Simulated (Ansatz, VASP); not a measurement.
**One calculation of Zr, two programs**

```
CELL_PARAMETERS angstrom
3.20777 0.00000 0.00000
-1.60388 2.77801 0.00000
0.00000 0.00000 10.54401
ATOMIC_POSITIONS crystal
Zr 0.00000 0.00000 0.00000
Zr 0.00000 0.00000 0.50000
Zr 0.33333 0.66667 0.25000
Zr 0.66667 0.33333 0.75000
```

Alike in both runs: task single point; functional LDA; k mesh 13 × 13 × 4; occupations fermi-dirac, width 0.1 eV; no spin polarisation.

|  | VASP | Ansatz |
| --- | --- | --- |
| version | VASP 6.6.1 | Ansatz 0.2.0 |
| potentials or method | VASP PAW LDA potentials, release 64 (Zr_sv), cutoff 520 eV | plane waves (420 eV) with PAW, scalar-relativistic |
| valence electrons in the cell | 48 | 48 |

```tsv
	VASP	Ansatz	Ansatz less VASP
pressure (GPa)	-6.7	-6.8	-0.08
traceless stress, the component that is largest in VASP (GPa)	-0.50	-0.52	-0.023
```

Ansatz warns that its potentials were made for another functional, while VASP's fit it. LDA's correlation is that of Perdew and Zunger in VASP and of Perdew and Wang (1992) in Ansatz.
